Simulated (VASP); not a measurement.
# CaO (Fm-3m) in VASP: a series of runs

Aim: see how the results for CaO move with the level of theory and the settings. Levels: PBE, LDA, r2SCAN, HSE06, PBE0. Tasks: single point.

All numbers are computed with VASP 6.6.1; they aren't measurements. Logs are shortened: lines on timing, memory, paths and dates and some standing lists are left out, and cuts for length are marked.

## Step 1: The cell of the first run

The structure is cubic, space group Fm-3m (No. 225). The conventional cell has a = 4.795 Å, b = 4.795 Å, c = 4.795 Å, α = 90.00°, β = 90.00°, γ = 90.00°. Within 3.2 Å of Ca (site symmetry m-3m) lie 6 O at 2.40 Å. O (site symmetry m-3m) has 6 Ca at 2.40 Å within 3.2 Å.

## Step 2: Single point, PBE

Input file INCAR:

```
SYSTEM = CaO
PREC = Accurate
ENCUT = 520
EDIFF = 1E-7
ISMEAR = 0
SIGMA = 0.01
LREAL = .False.
LASPH = .True.
NELM = 60
ALGO = Normal
ISIF = 2
LWAVE = .False.
LCHARG = .True.
GGA = PE
LELF = .True.
LVHAR = .True.
NBANDS = 15
```

Input file KPOINTS:

```
Automatic mesh
0
Gamma
  6 6 6
  0 0 0
```

Input file POSCAR:

```
CaO
1.0
    0.0000000000      2.3975473881      2.3975473881
    2.3975473881      0.0000000000      2.3975473881
    2.3975473881      2.3975473881      0.0000000000
Ca O
1 1
Direct
    0.0000000000      0.0000000000      0.0000000000
    0.5000000000      0.5000000000      0.5000000000
```

Potentials or basis: VASP PAW PBE potentials, release 64 (Ca_sv, O).

Command:

```
> cat potpaw_PBE.64/Ca_sv/POTCAR potpaw_PBE.64/O/POTCAR > POTCAR
> mpirun -np 1 vasp_std > vasp.out
```

OUTCAR:

```text
SYSTEM = CaO
   PREC = Accurate
   ENCUT = 520
   EDIFF = 1E-7
   ISMEAR = 0
   LREAL = .False.
   LASPH = .True.
   NELM = 60
   ISIF = 2
   GGA = PE

 ion  position               nearest neighbor table
   1  0.000  0.000  0.000-   2 2.40   2 2.40   2 2.40   2 2.40   2 2.40   2 2.40
   2  0.500  0.500  0.500-   1 2.40   1 2.40   1 2.40   1 2.40   1 2.40   1 2.40

  LATTYP: Found a face centered cubic cell.
 ALAT       =     4.7950947762

  Lattice vectors:

 A1 = (   0.0000000000,   2.3975473881,   2.3975473881)
 A2 = (   2.3975473881,   0.0000000000,   2.3975473881)
 A3 = (   2.3975473881,   2.3975473881,   0.0000000000)

Analysis of symmetry for initial positions (statically):
=====================================================================
 Subroutine PRICEL returns:
 Original cell was already a primitive cell.

 Routine SETGRP: Setting up the symmetry group for a
 face centered cubic supercell.

 Subroutine GETGRP returns: Found 48 space group operations
 (whereof 48 operations were pure point group operations)
 out of a pool of 48 trial point group operations.

The static configuration has the point symmetry O_h .

Analysis of symmetry for dynamics (positions and initial velocities):
=====================================================================
 Subroutine PRICEL returns:
 Original cell was already a primitive cell.

 Routine SETGRP: Setting up the symmetry group for a
 face centered cubic supercell.

 Subroutine GETGRP returns: Found 48 space group operations
 (whereof 48 operations were pure point group operations)
 out of a pool of 48 trial point group operations.

The dynamic configuration has the point symmetry O_h .

 Subroutine INISYM returns: Found 48 space group operations
 (whereof 48 operations are pure point group operations),
 and found     1 'primitive' translations

----------------------------------------------------------------------------------------

                                     Primitive cell

  volume of cell :      27.5633

  direct lattice vectors                    reciprocal lattice vectors
     0.000000000  2.397547388  2.397547388    -0.208546451  0.208546451  0.208546451
     2.397547388  0.000000000  2.397547388     0.208546451 -0.208546451  0.208546451
     2.397547388  2.397547388  0.000000000     0.208546451  0.208546451 -0.208546451

  length of vectors
     3.390644033  3.390644033  3.390644033     0.361213050  0.361213050  0.361213050

  position of ions in fractional coordinates (direct lattice)
     0.000000000  0.000000000  0.000000000
     0.500000000  0.500000000  0.500000000

  ion indices of the primitive-cell ions
   primitive index   ion index
                 1           1
                 2           2

----------------------------------------------------------------------------------------

 KPOINTS: Automatic mesh

Automatic generation of k-mesh.
 Grid dimensions read from file:
 generate k-points for:    6    6    6

 Generating k-lattice:

  Cartesian coordinates                     Fractional coordinates (reciprocal lattice)
    -0.034757742  0.034757742  0.034757742     0.166666667  0.000000000  0.000000000
     0.034757742 -0.034757742  0.034757742     0.000000000  0.166666667  0.000000000
     0.034757742  0.034757742 -0.034757742     0.000000000  0.000000000  0.166666667

  Length of vectors
     0.060202175  0.060202175  0.060202175

  Shift w.r.t. Gamma in fractional coordinates (k-lattice)
     0.000000000  0.000000000  0.000000000

 Subroutine IBZKPT returns following result:
 ===========================================

 Found     16 irreducible k-points:

 Following reciprocal coordinates:
            Coordinates               Weight
  0.000000  0.000000  0.000000      1.000000
  0.166667  0.000000  0.000000      8.000000
  0.333333  0.000000  0.000000      8.000000
  0.500000  0.000000  0.000000      4.000000
  0.166667  0.166667  0.000000      6.000000
  0.333333  0.166667  0.000000     24.000000
[... 8 lines left out ...]
 -0.333333  0.333333  0.166667     24.000000
 -0.333333  0.500000  0.166667     12.000000
   k-points           NKPTS =     16   k-points in BZ     NKDIM =     16   number of bands    NBANDS=     15
   number of dos      NEDOS =    301   number of ions     NIONS =      2
   total plane-waves  NPLWV =  21952
   dimension x,y,z NGX =    28 NGY =   28 NGZ =   28
   dimension x,y,z NGXF=    56 NGYF=   56 NGZF=   56
   ions per type =               1   1
   NGX,Y,Z   is equivalent  to a cutoff of  13.73, 13.73, 13.73 a.u.
   NGXF,Y,Z  is equivalent  to a cutoff of  27.46, 27.46, 27.46 a.u.
 SYSTEM =  CaO
   PREC   = accura    normal or accurate (medium, high low for compatibility)
   ISTART =      0    job   : 0-new  1-cont  2-samecut
   ICHARG =      2    charge: 1-file 2-atom 10-const
   ISPIN  =      1    spin polarized calculation?
   LNONCOLLINEAR =      F non collinear calculations
   LSORBIT =      F    spin-orbit coupling
   LASPH  =      T    aspherical Exc in radial PAW
   ENCUT  =  520.0 eV  38.22 Ry    6.18 a.u.   6.30  6.30  6.30*2*pi/ulx,y,z
   NELM   =     60;   NELMIN=  2; NELMDL= -5     # of ELM steps
   EDIFF  = 0.1E-06   stopping-criterion for ELM
   LREAL  =      F    real-space projection
   EDIFFG = 0.1E-05   stopping-criterion for IOM
   NSW    =      0    number of steps for IOM
   IBRION =     -1    ionic relax: 0-MD 1-quasi-New 2-CG
   NFREE  =      0    steps in history (QN), initial steepest desc. (CG)
   ISIF   =      2    stress and relaxation
   ISYM   =      2    0-nonsym 1-usesym 2-fastsym
   POTIM  = 0.5000    time-step for ionic-motion
   TEBEG  =    0.0;   TEEND  =   0.0 temperature during run
   PSTRESS=    0.0 pullay stress
   NELECT =      16.0000    total number of electrons
   NUPDOWN=      -1.0000    fix difference up-down
   EMIN   =  10.00;   EMAX   =-10.00  energy-range for DOS
   EFERMI =   0.00;   METHOD = LEGACY
   ISMEAR =     0;   SIGMA  =   0.01  broadening in eV -4-tet -1-fermi 0-gaus
   EFERMI_NEDOS =   21; number of points for ismear=-14 and -15
   IALGO  =     38    algorithm
   IMIX   =      4    mixing-type and parameters
     AMIX     =   0.40;   BMIX     =  1.00
     AMIX_MAG =   1.60;   BMIX_MAG =  1.00
  volume/ion in A,a.u.               =      13.78        93.00
  Fermi-wavevector in a.u.,A,eV,Ry     =   1.365644  2.580694 25.374656  1.864985
  Thomas-Fermi vector in A             =   2.491855
   LORBIT       =      0    0 simple, 1 ext, 2 COOP (PROOUT), +10 PAW based schemes
   GGA     = PE    functional components
   LHFCALC =     F    Hartree Fock is set to
   AEXX    =    0.0000 exact exchange contribution
   IVDW    =     0    specifies the selected vdW correction
   LEPSILON=     F    determine dielectric tensor
   LRPA    =     F    only Hartree local field effects (RPA)
 non-spin polarized calculation
 Gauss-broadening in eV      SIGMA  =   0.01
  energy-cutoff  :      520.00
  volume of cell :       27.56
 maximum number of plane-waves:       754
 NGX is ok and might be reduce to    28
   NGX = 13   NGY = 13   NGZ = 13

 number of electron      15.9999997 magnetization

 Free energy of the ion-electron system (eV)
  ---------------------------------------------------
  ext. energy  EPLUGINS =         0.00000000
  ---------------------------------------------------
  free energy    TOTEN  =       -12.79763431 eV

  energy without entropy =      -12.79763431  energy(sigma->0) =      -12.79763431

 E-fermi :   2.5637     XC(G=0): -10.5100

 val. band max:        2.3901141298   @ k =   0.0000   0.0000   0.0000
 cond. band min:       6.0234834810   @ k =   0.5000   0.5000   0.0000
 fundamental gap:      3.6333693512
 Fermi energy:         2.5637233437

 k-point     1 :       0.0000    0.0000    0.0000
  band No.  band energies     occupation
      1     -35.2178      2.00000
      2     -15.9765      2.00000
      3     -15.9765      2.00000
      4     -15.9765      2.00000
      5     -13.1559      2.00000
      6       2.3901      2.00000
      7       2.3901      2.00000
      8       2.3901      2.00000
      9       7.1609      0.00000
     10       8.6329      0.00000
     11       8.6329      0.00000
     12       8.6329      0.00000
     13      10.1490      0.00000
     14      10.1490      0.00000
     15      17.5067      0.00000

 k-point     2 :       0.1667    0.0000    0.0000
  band No.  band energies     occupation
      1     -35.1915      2.00000
      2     -16.3343      2.00000
      3     -15.9904      2.00000
      4     -15.9904      2.00000
      5     -12.7807      2.00000
      6       1.5277      2.00000
      7       2.0354      2.00000
      8       2.0354      2.00000
      9       8.2654      0.00000
     10       8.6179      0.00000
     11       9.0953      0.00000
     12       9.0953      0.00000
     13      10.7816      0.00000
     14      10.7816      0.00000
     15      18.3710      0.00000

 k-point     3 :       0.3333    0.0000    0.0000
  band No.  band energies     occupation
      1     -35.1383      2.00000
      2     -16.8897      2.00000
      3     -16.0178      2.00000
      4     -16.0178      2.00000
      5     -12.1853      2.00000
      6       0.2615      2.00000
      7       1.4352      2.00000
      8       1.4352      2.00000
      9       8.9516      0.00000
     10      10.1572      0.00000
     11      10.1572      0.00000
     12      10.1957      0.00000
     13      12.0848      0.00000
     14      12.0848      0.00000
     15      17.6833      0.00000

 k-point     4 :       0.5000    0.0000    0.0000
  band No.  band energies     occupation
      1     -35.1114      2.00000
      2     -17.1230      2.00000
      3     -16.0313      2.00000
      4     -16.0313      2.00000
      5     -11.9292      2.00000
      6      -0.2654      2.00000
      7       1.1735      2.00000
      8       1.1735      2.00000
      9       9.4730      0.00000
     10      10.7836      0.00000
     11      10.7836      0.00000
     12      10.9495      0.00000
     13      12.8708      0.00000
     14      12.8708      0.00000
     15      16.6923      0.00000
[... 163 lines left out ...]
 k-point    14 :       0.5000    0.3333    0.1667
  band No.  band energies     occupation
      1     -35.1045      2.00000
      2     -16.7389      2.00000
      3     -16.2397      2.00000
      4     -16.1134      2.00000
      5     -12.3865      2.00000
      6       0.5452      2.00000
      7       1.4081      2.00000
      8       1.6429      2.00000
      9       7.8053      0.00000
     10       9.9851      0.00000
     11      10.8964      0.00000
     12      11.1204      0.00000
     13      12.1556      0.00000
     14      13.7158      0.00000
     15      17.6946      0.00000

 k-point    15 :      -0.3333    0.3333    0.1667
  band No.  band energies     occupation
      1     -35.0871      2.00000
      2     -16.7351      2.00000
      3     -16.3133      2.00000
      4     -16.1750      2.00000
      5     -12.3648      2.00000
      6       0.6601      2.00000
      7       1.2941      2.00000
      8       1.3744      2.00000
      9       8.9496      0.00000
     10       8.9550      0.00000
     11      11.1141      0.00000
     12      11.5311      0.00000
     13      12.5366      0.00000
     14      15.3566      0.00000
     15      16.1980      0.00000

 k-point    16 :      -0.3333    0.5000    0.1667
  band No.  band energies     occupation
      1     -35.0792      2.00000
      2     -16.4989      2.00000
      3     -16.3697      2.00000
      4     -16.3074      2.00000
      5     -12.6130      2.00000
      6       1.1800      2.00000
      7       1.3083      2.00000
      8       1.5807      2.00000
      9       7.4234      0.00000
     10      10.0931      0.00000
     11      10.7770      0.00000
     12      11.9764      0.00000
     13      12.1395      0.00000
     14      15.3880      0.00000
     15      16.1371      0.00000

------------------------ aborting loop because EDIFF is reached ----------------------------------------

  FORCE on cell =-STRESS in cart. coord.  units (eV):
  Direction    XX          YY          ZZ          XY          YZ          ZX
  --------------------------------------------------------------------------------------
  -------------------------------------------------------------------------------------
  Total        0.5300805      0.5300805      0.5300805      0.0000000      0.0000000      0.0000000
  in kB       30.8120637     30.8120637     30.8120637      0.0000000      0.0000000      0.0000000
  external PRESSURE =      30.8120637 kB  Pullay stress =       0.0000000 kB

 VOLUME and BASIS-vectors are now :
 -----------------------------------------------------------------------------
  energy-cutoff  :      520.00
  volume of cell :       27.56
      direct lattice vectors                 reciprocal lattice vectors
     0.000000000  2.397547388  2.397547388    -0.208546451  0.208546451  0.208546451
     2.397547388  0.000000000  2.397547388     0.208546451 -0.208546451  0.208546451
     2.397547388  2.397547388  0.000000000     0.208546451  0.208546451 -0.208546451

 POSITION                                       TOTAL-FORCE (eV/Angst)
 -----------------------------------------------------------------------------------
      0.00000      0.00000      0.00000         0.000000      0.000000     -0.000000
      2.39755      2.39755      2.39755         0.000000     -0.000000      0.000000
 -----------------------------------------------------------------------------------
    total drift:                                0.000000      0.000000      0.000000

  FREE ENERGIE OF THE ION-ELECTRON SYSTEM (eV)
  ---------------------------------------------------
  free  energy   TOTEN  =       -12.7976343108 eV

  energy  without entropy=      -12.7976343108  energy(sigma->0) =      -12.79763431
```

It took 11 s on 1 thread of Intel Xeon Platinum 8259CL at 2.50GHz (Skylake/Cascade Lake), shared host; peak memory 0.15 GiB.

Results:

```yaml
Free_energy: -12.7976 eV
Pressure: 3.1 GPa
Band_gap_on_the_k_mesh: 3.63 eV (least direct gap 4.01 eV)
```

Caveat: the cell stands under pressure.

## Step 3: Single point, PBE

Input file INCAR:

```
PREC = Accurate ; ENCUT = 520
EDIFF = 1E-6 ; ISMEAR = -1
SIGMA = 0.02 ; LREAL = False
LASPH = True ; NELM = 60
ALGO = Normal ; ISIF = 2
LWAVE = False ; LCHARG = True
GGA = PE ; LELF = True
LVHAR = True ; NBANDS = 15
```

Input file KPOINTS:

```
Automatic mesh
0
Gamma
  10 10 10
```

POSCAR is that of step 2.

Potentials or basis: VASP PAW PBE potentials, release 64 (Ca_sv, O).

Command:

```
> cat potpaw_PBE.64/Ca_sv/POTCAR potpaw_PBE.64/O/POTCAR > POTCAR
> mpirun -np 1 vasp_std > vasp.out
```

Wall time 21 s (1 thread of Intel Xeon Platinum 8259CL at 2.50GHz (Skylake/Cascade Lake), shared host); peak memory 0.17 GiB.

The run converged. Its results:

| Quantity | Value |
| --- | --- |
| Free energy | -12.7977 eV |
| Pressure | 3.1 GPa |
| Band gap on the k mesh | 3.63 eV (least direct gap 4.01 eV) |

Levels at points of the mesh, in eV from the valence-band top:
```csv
k point,band 6,band 7,band 8,band 9,band 10,band 11
"(0.00, 0.00, 0.00)",0.00,0.00,0.00,4.77,6.24,6.24
"(0.50, 0.00, 0.00)",-2.66,-1.22,-1.22,7.08,8.39,8.39
"(0.50, 0.50, 0.00)",-1.30,-0.37,-0.37,3.63,8.10,8.93
```

Caveat: the cell stands under pressure.

## Step 4: Single point, LDA

Input file INCAR:

```
SYSTEM = CaO
PREC = Accurate
ENCUT = 520
EDIFF = 1E-7
ISMEAR = 0
SIGMA = 0.01
LREAL = .False.
LASPH = .True.
NELM = 80
ALGO = Normal
ISIF = 2
LWAVE = .False.
LCHARG = .False.
NBANDS = 15
```

Input file KPOINTS:

```
regular mesh
0
Gamma
  10 10 10
  0 0 0
```

POSCAR is that of step 3.

Potentials or basis: VASP PAW LDA potentials, release 64 (Ca_sv, O).

Command:

```
> cat potpaw_LDA.64/Ca_sv/POTCAR potpaw_LDA.64/O/POTCAR > POTCAR
> mpirun -np 1 vasp_std > vasp.out
```

It took 20 s on 1 thread of Intel Xeon Platinum 8259CL at 2.50GHz (Skylake/Cascade Lake), shared host; peak memory 0.15 GiB.

It converged, with:

```yaml
Free_energy: -14.1995 eV
Pressure: -5.5 GPa
Band_gap_on_the_k_mesh: 3.46 eV (least direct gap 3.83 eV)
```

Levels at points of the mesh, in eV from the valence-band top:
| k point | band 6 | band 7 | band 8 | band 9 | band 10 | band 11 |
| --- | --- | --- | --- | --- | --- | --- |
| (0.00, 0.00, 0.00) | 0.00 | 0.00 | 0.00 | 4.62 | 6.13 | 6.13 |
| (0.50, 0.00, 0.00) | -2.73 | -1.25 | -1.25 | 6.99 | 8.34 | 8.34 |
| (0.50, 0.50, 0.00) | -1.31 | -0.37 | -0.37 | 3.46 | 8.07 | 8.92 |

Caveat: the cell stands under tension. A k mesh can miss the band edges.

[end of part 1 of 2]
